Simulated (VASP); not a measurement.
# NbC (Niobocarbide) (Fm-3m) in VASP: a series of runs

The runs below take NbC (Niobocarbide) through single point, with PBEsol.

Program: VASP 6.6.1. These are calculated values, not measurements. Logs are shortened: lines on timing, memory, paths and dates and some standing lists are left out, and cuts for length are marked.

**1. The cell of the first run**

The structure is cubic, space group Fm-3m (No. 225). The conventional cell has a = 4.302 Å, b = 4.302 Å, c = 4.302 Å, α = 90.00°, β = 90.00°, γ = 90.00°. Nb (site symmetry m-3m) has 6 C at 2.15 Å within 2.8 Å. Within 2.8 Å of C (site symmetry m-3m) lie 6 Nb at 2.15 Å.

**2. Single point, PBEsol**

File INCAR:

```
SYSTEM = NbC
  ALGO = Normal
  EDIFF = 1E-6
  ENCUT = 600
  GGA = PS
  GGA_COMPAT = .FALSE.
  ISIF = 2
  ISMEAR = 1
  LASPH = .TRUE.
  LCHARG = .FALSE.
  LREAL = .FALSE.
  LWAVE = .FALSE.
  NBANDS = 16
  NELM = 120
  PREC = Accurate
  SIGMA = 0.1
```

File KPOINTS:

```
k-points
0
G
  13 13 13
  0 0 0
```

File POSCAR:

```
NbC
1.0
    0.0000000000      2.1511180707      2.1511180707
    2.1511180707      0.0000000000      2.1511180707
    2.1511180707      2.1511180707      0.0000000000
Nb C
1 1
Direct
    0.0000000000      0.0000000000      0.0000000000
    0.5000000000      0.5000000000      0.5000000000
```

Potentials or basis: VASP PAW PBE potentials, release 64 (Nb_sv, C).

Launch:

```sh
$ cat potpaw_PBE.64/Nb_sv/POTCAR potpaw_PBE.64/C/POTCAR > POTCAR
$ mpirun -np 1 vasp_std > vasp.out
```

OUTCAR:

```text
SYSTEM = NbC
   EDIFF = 1E-6
   ENCUT = 600
   GGA = PS
   ISIF = 2
   ISMEAR = 1
   LASPH = .TRUE.
   LREAL = .FALSE.
   NELM = 120
   PREC = Accurate

 ion  position               nearest neighbor table
   1  0.000  0.000  0.000-   2 2.15   2 2.15   2 2.15   2 2.15   2 2.15   2 2.15
   2  0.500  0.500  0.500-   1 2.15   1 2.15   1 2.15   1 2.15   1 2.15   1 2.15

  LATTYP: Found a face centered cubic cell.
 ALAT       =     4.3022361414

  Lattice vectors:

 A1 = (   0.0000000000,   2.1511180707,   2.1511180707)
 A2 = (   2.1511180707,   0.0000000000,   2.1511180707)
 A3 = (   2.1511180707,   2.1511180707,   0.0000000000)

Analysis of symmetry for initial positions (statically):
=====================================================================
 Subroutine PRICEL returns:
 Original cell was already a primitive cell.

 Routine SETGRP: Setting up the symmetry group for a
 face centered cubic supercell.

 Subroutine GETGRP returns: Found 48 space group operations
 (whereof 48 operations were pure point group operations)
 out of a pool of 48 trial point group operations.

The static configuration has the point symmetry O_h .

Analysis of symmetry for dynamics (positions and initial velocities):
=====================================================================
 Subroutine PRICEL returns:
 Original cell was already a primitive cell.

 Routine SETGRP: Setting up the symmetry group for a
 face centered cubic supercell.

 Subroutine GETGRP returns: Found 48 space group operations
 (whereof 48 operations were pure point group operations)
 out of a pool of 48 trial point group operations.

The dynamic configuration has the point symmetry O_h .

 Subroutine INISYM returns: Found 48 space group operations
 (whereof 48 operations are pure point group operations),
 and found     1 'primitive' translations

----------------------------------------------------------------------------------------

                                     Primitive cell

  volume of cell :      19.9078

  direct lattice vectors                    reciprocal lattice vectors
     0.000000000  2.151118071  2.151118071    -0.232437265  0.232437265  0.232437265
     2.151118071  0.000000000  2.151118071     0.232437265 -0.232437265  0.232437265
     2.151118071  2.151118071  0.000000000     0.232437265  0.232437265 -0.232437265

  length of vectors
     3.042140350  3.042140350  3.042140350     0.402593152  0.402593152  0.402593152

  position of ions in fractional coordinates (direct lattice)
     0.000000000  0.000000000  0.000000000
     0.500000000  0.500000000  0.500000000

  ion indices of the primitive-cell ions
   primitive index   ion index
                 1           1
                 2           2

----------------------------------------------------------------------------------------

 KPOINTS: k-points

Automatic generation of k-mesh.
 Grid dimensions read from file:
 generate k-points for:   13   13   13

 Generating k-lattice:

  Cartesian coordinates                     Fractional coordinates (reciprocal lattice)
    -0.017879790  0.017879790  0.017879790     0.076923077  0.000000000  0.000000000
     0.017879790 -0.017879790  0.017879790     0.000000000  0.076923077  0.000000000
     0.017879790  0.017879790 -0.017879790     0.000000000  0.000000000  0.076923077

  Length of vectors
     0.030968704  0.030968704  0.030968704

  Shift w.r.t. Gamma in fractional coordinates (k-lattice)
     0.000000000  0.000000000  0.000000000

 Subroutine IBZKPT returns following result:
 ===========================================

 Found     84 irreducible k-points:

 Following reciprocal coordinates:
            Coordinates               Weight
  0.000000  0.000000  0.000000      1.000000
  0.076923  0.000000  0.000000      8.000000
  0.153846  0.000000  0.000000      8.000000
  0.230769  0.000000  0.000000      8.000000
  0.307692  0.000000  0.000000      8.000000
  0.384615  0.000000  0.000000      8.000000
[... 16 lines left out ...]
  0.384615  0.153846  0.000000     24.000000
  0.461538  0.153846  0.000000     24.000000
 [... further k-points ...]
   k-points           NKPTS =     84   k-points in BZ     NKDIM =     84   number of bands    NBANDS=     16
   number of dos      NEDOS =    301   number of ions     NIONS =      2
   total plane-waves  NPLWV =  13824
   dimension x,y,z NGX =    24 NGY =   24 NGZ =   24
   dimension x,y,z NGXF=    48 NGYF=   48 NGZF=   48
   ions per type =               1   1
   NGX,Y,Z   is equivalent  to a cutoff of  13.12, 13.12, 13.12 a.u.
   NGXF,Y,Z  is equivalent  to a cutoff of  26.23, 26.23, 26.23 a.u.
 SYSTEM =  NbC
   PREC   = accura    normal or accurate (medium, high low for compatibility)
   ISTART =      0    job   : 0-new  1-cont  2-samecut
   ICHARG =      2    charge: 1-file 2-atom 10-const
   ISPIN  =      1    spin polarized calculation?
   LNONCOLLINEAR =      F non collinear calculations
   LSORBIT =      F    spin-orbit coupling
   LASPH  =      T    aspherical Exc in radial PAW
   ENCUT  =  600.0 eV  44.10 Ry    6.64 a.u.   6.08  6.08  6.08*2*pi/ulx,y,z
   NELM   =    120;   NELMIN=  2; NELMDL= -5     # of ELM steps
   EDIFF  = 0.1E-05   stopping-criterion for ELM
   LREAL  =      F    real-space projection
   EDIFFG = 0.1E-04   stopping-criterion for IOM
   NSW    =      0    number of steps for IOM
   IBRION =     -1    ionic relax: 0-MD 1-quasi-New 2-CG
   NFREE  =      0    steps in history (QN), initial steepest desc. (CG)
   ISIF   =      2    stress and relaxation
   ISYM   =      2    0-nonsym 1-usesym 2-fastsym
   POTIM  = 0.5000    time-step for ionic-motion
   TEBEG  =    0.0;   TEEND  =   0.0 temperature during run
   PSTRESS=    0.0 pullay stress
   NELECT =      17.0000    total number of electrons
   NUPDOWN=      -1.0000    fix difference up-down
   EMIN   =  10.00;   EMAX   =-10.00  energy-range for DOS
   EFERMI =   0.00;   METHOD = LEGACY
   ISMEAR =     1;   SIGMA  =   0.10  broadening in eV -4-tet -1-fermi 0-gaus
   EFERMI_NEDOS =   21; number of points for ismear=-14 and -15
   IALGO  =     38    algorithm
   IMIX   =      4    mixing-type and parameters
     AMIX     =   0.40;   BMIX     =  1.00
     AMIX_MAG =   1.60;   BMIX_MAG =  1.00
  volume/ion in A,a.u.               =       9.95        67.17
  Fermi-wavevector in a.u.,A,eV,Ry     =   1.553162  2.935052 32.821520  2.412314
  Thomas-Fermi vector in A             =   2.657433
   LORBIT       =      0    0 simple, 1 ext, 2 COOP (PROOUT), +10 PAW based schemes
   GGA     = PS    functional components
   LHFCALC =     F    Hartree Fock is set to
   AEXX    =    0.0000 exact exchange contribution
   IVDW    =     0    specifies the selected vdW correction
   LEPSILON=     F    determine dielectric tensor
   LRPA    =     F    only Hartree local field effects (RPA)
 non-spin polarized calculation
 Methfessel and Paxton  Order N= 1 SIGMA  =   0.10
  energy-cutoff  :      600.00
  volume of cell :       19.91
 maximum number of plane-waves:       678
   NGX = 13   NGY = 13   NGZ = 13

 number of electron      16.9999998 magnetization

 Free energy of the ion-electron system (eV)
  ---------------------------------------------------
  ext. energy  EPLUGINS =         0.00000000
  ---------------------------------------------------
  free energy    TOTEN  =       -21.62275248 eV

  energy without entropy =      -21.62323687  energy(sigma->0) =      -21.62291394

 E-fermi :  14.1311     XC(G=0): -13.8387

 val. band max:       14.1040780154   @ k =  -0.2308   0.0769   0.0000
 cond. band min:      14.2489680506   @ k =   0.2308   0.0000   0.0000
 fundamental gap:      0.1448900352
 Fermi energy:        14.1311132395

 k-point     1 :       0.0000    0.0000    0.0000
  band No.  band energies     occupation
      1     -41.2505      2.00000
      2     -16.8721      2.00000
      3     -16.8721      2.00000
      4     -16.8721      2.00000
      5       0.2021      2.00000
      6      12.6562      2.00000
[... 8 lines left out ...]
     15      24.1085      0.00000
     16      38.5797      0.00000

 k-point     2 :       0.0769    0.0000    0.0000
  band No.  band energies     occupation
      1     -41.2403      2.00000
      2     -16.9521      2.00000
      3     -16.8790      2.00000
      4     -16.8790      2.00000
      5       0.3833      2.00000
      6      11.9570      2.00000
[... 8 lines left out ...]
     15      24.5439      0.00000
     16      37.2592      0.00000

 k-point     3 :       0.1538    0.0000    0.0000
  band No.  band energies     occupation
      1     -41.2120      2.00000
      2     -17.1687      2.00000
      3     -16.8979      2.00000
      4     -16.8979      2.00000
      5       0.8968      2.00000
      6      10.7283      2.00000
[... 8 lines left out ...]
     15      25.7004      0.00000
     16      35.1599      0.00000

 k-point     4 :       0.2308    0.0000    0.0000
  band No.  band energies     occupation
      1     -41.1717      2.00000
      2     -17.4627      2.00000
      3     -16.9244      2.00000
      4     -16.9244      2.00000
      5       1.6633      2.00000
      6       9.4275      2.00000
[... 8 lines left out ...]
     15      27.1875      0.00000
     16      33.3593      0.00000
[... 324 lines left out ...]
 k-point    22 :       0.3077    0.1538    0.0000
  band No.  band energies     occupation
      1     -41.1307      2.00000
      2     -17.5813      2.00000
      3     -17.0456      2.00000
      4     -17.0301      2.00000
      5       2.1318      2.00000
      6       8.2128      2.00000
[... 8 lines left out ...]
     15      28.4880      0.00000
     16      31.2860      0.00000

 k-point    23 :       0.3846    0.1538    0.0000
  band No.  band energies     occupation
      1     -41.0931      2.00000
      2     -17.8147      2.00000
      3     -17.0798      2.00000
      4     -17.0660      2.00000
      5       2.7903      2.00000
      6       7.6032      2.00000
[... 8 lines left out ...]
     15      29.2616      0.00000
     16      29.7525      0.00000

 k-point    24 :       0.4615    0.1538    0.0000
  band No.  band energies     occupation
      1     -41.0649      2.00000
      2     -17.9814      2.00000
      3     -17.1348      2.00000
      4     -17.0666      2.00000
      5       3.3868      2.00000
      6       7.0476      2.00000
[... 8 lines left out ...]
     15      28.8863      0.00000
     16      28.9806      0.00000

 [... further k-points ...]
[... 5 lines left out ...]
  --------------------------------------------------------------------------------------
  -------------------------------------------------------------------------------------
  Total        4.8863454      4.8863454      4.8863454      0.0000000      0.0000000      0.0000000
  in kB      393.2529636    393.2529636    393.2529636      0.0000000      0.0000000      0.0000000
  external PRESSURE =     393.2529636 kB  Pullay stress =       0.0000000 kB

 VOLUME and BASIS-vectors are now :
 -----------------------------------------------------------------------------
  energy-cutoff  :      600.00
  volume of cell :       19.91
      direct lattice vectors                 reciprocal lattice vectors
     0.000000000  2.151118071  2.151118071    -0.232437265  0.232437265  0.232437265
     2.151118071  0.000000000  2.151118071     0.232437265 -0.232437265  0.232437265
     2.151118071  2.151118071  0.000000000     0.232437265  0.232437265 -0.232437265

 POSITION                                       TOTAL-FORCE (eV/Angst)
 -----------------------------------------------------------------------------------
      0.00000      0.00000      0.00000         0.000000      0.000000      0.000000
      2.15112      2.15112      2.15112        -0.000000     -0.000000     -0.000000
 -----------------------------------------------------------------------------------
    total drift:                                0.000000     -0.000000     -0.000000

  FREE ENERGIE OF THE ION-ELECTRON SYSTEM (eV)
  ---------------------------------------------------
  free  energy   TOTEN  =       -21.6227524788 eV

  energy  without entropy=      -21.6232368688  energy(sigma->0) =      -21.62291394
```

It took 8.9 s on 1 thread of Intel Xeon 6975P-C (Granite Rapids), shared host; peak memory 0.16 GiB.

Results:

| Quantity | Value |
| --- | --- |
| Free energy | -21.6228 eV |
| Pressure | 39.3 GPa |

Caveat: the PAW data sets were made with another functional, which shifts forces and pressure a little.

**3. Single point, PBEsol**

This run uses another cell than the first one, of 10.17 Å³/atom, 1.022 times its volume.

File INCAR:

```
SYSTEM = NbC
ALGO     = Normal         ! electronic algorithm
EDIFF    = 1E-6           ! SCF threshold, eV
ENCUT    = 600            ! plane-wave cutoff, eV
GGA      = PS             ! functional
GGA_COMPAT= .False.      
ISIF     = 2              ! what is computed and relaxed
ISMEAR   = 1              ! smearing method
LASPH    = .True.         ! aspherical terms in the spheres
LCHARG   = .False.        ! write CHGCAR
LREAL    = .False.        ! projectors in reciprocal space
LWAVE    = .False.        ! write WAVECAR
NBANDS   = 16             ! bands
NELM     = 120            ! most SCF steps
PREC     = Accurate       ! precision mode
SIGMA    = 0.1            ! smearing width, eV
```

File KPOINTS:

```
k-points
0
Gamma
  13 13 13
  0 0 0
```

File POSCAR:

```
NbC
1.0
    0.0000000000      2.1667946330      2.1667946330
    2.1667946330      0.0000000000      2.1667946330
    2.1667946330      2.1667946330      0.0000000000
Nb C
1 1
Direct
    0.0000000000      0.0000000000      0.0000000000
    0.5000000000      0.5000000000      0.5000000000
```

Potentials or basis: VASP PAW PBE potentials, release 64 (Nb_sv, C).

Launch:

```sh
$ cat potpaw_PBE.64/Nb_sv/POTCAR potpaw_PBE.64/C/POTCAR > POTCAR
$ mpirun -np 1 vasp_std > vasp.out
```

It took 8.8 s on 1 thread of Intel Xeon 6975P-C (Granite Rapids), shared host; peak memory 0.16 GiB.

It converged, with:

```
Free energy : -21.7172 eV
Pressure    : 29.3 GPa
```

Levels at points of the mesh, in eV from the Fermi level:
```tsv
k point	band 7	band 8	band 9	band 10	band 11	band 12
(0.00, 0.00, 0.00)	-1.43	-1.43	-0.20	-0.20	-0.20	0.50
```

Caveat: the PAW data sets were made with another functional, which shifts forces and pressure a little.

**4. Single point, PBEsol**

This run uses another cell than the first one, of 10.42 Å³/atom, 1.047 times its volume.

File INCAR:

```
PREC = Accurate
ENCUT = 600
EDIFF = 1E-6
ISMEAR = 1
SIGMA = 0.1
LREAL = False
LASPH = True
NELM = 120
ALGO = Normal
ISIF = 2
LWAVE = False
LCHARG = True
GGA = PS
LELF = True
LVHAR = True
NBANDS = 16
GGA_COMPAT = False
```

File KPOINTS:

```
Automatic mesh
0
Gamma
  13 13 13
```

File POSCAR:

```
NbC
1.0
    0.0000000000      2.1840302380      2.1840302380
    2.1840302380      0.0000000000      2.1840302380
    2.1840302380      2.1840302380      0.0000000000
Nb C
1 1
Direct
    0.0000000000      0.0000000000      0.0000000000
    0.5000000000      0.5000000000      0.5000000000
```

Launch:

```sh
$ cat potpaw_PBE.64/Nb_sv/POTCAR potpaw_PBE.64/C/POTCAR > POTCAR
$ mpirun -np 1 vasp_std > vasp.out
```

Wall time 17 s (1 thread of Intel Xeon 6975P-C (Granite Rapids), shared host); peak memory 0.18 GiB.

It converged, with:

| Item | Value |
| --- | --- |
| Free energy | -21.7922 eV |
| Pressure | 19.4 GPa |

Levels at points of the mesh, in eV from the Fermi level:
```csv
k point,band 6,band 7,band 8,band 9,band 10,band 11,band 12,band 13
"(0.00, 0.00, 0.00)",-1.39,-1.39,-1.39,-0.19,-0.19,-0.19,0.47,0.47
```

Caveat: the PAW data sets were made with another functional, which shifts forces and pressure a little.

**5. Summary**

| cell | gap on the mesh (eV) | pressure (GPa) |
| --- | --- | --- |
| a = 3.042 Å, angles 60.0°, 2 atoms | none | 39.3 |
| a = 3.064 Å, angles 60.0°, 2 atoms | none | 29.3 |
| a = 3.089 Å, angles 60.0°, 2 atoms | none | 19.4 |

Alike in all rows: task single point; level PBEsol; potentials or basis VASP PAW PBE potentials, release 64 (Nb_sv, C); no spin polarisation; k mesh 13 × 13 × 13; cutoff (eV) 600; smearing methfessel-paxton 0.1 eV.

Caveats: the PAW data sets were made with another functional, which shifts forces and pressure a little.

Absolute energies hang on the potentials; compare differences alone.
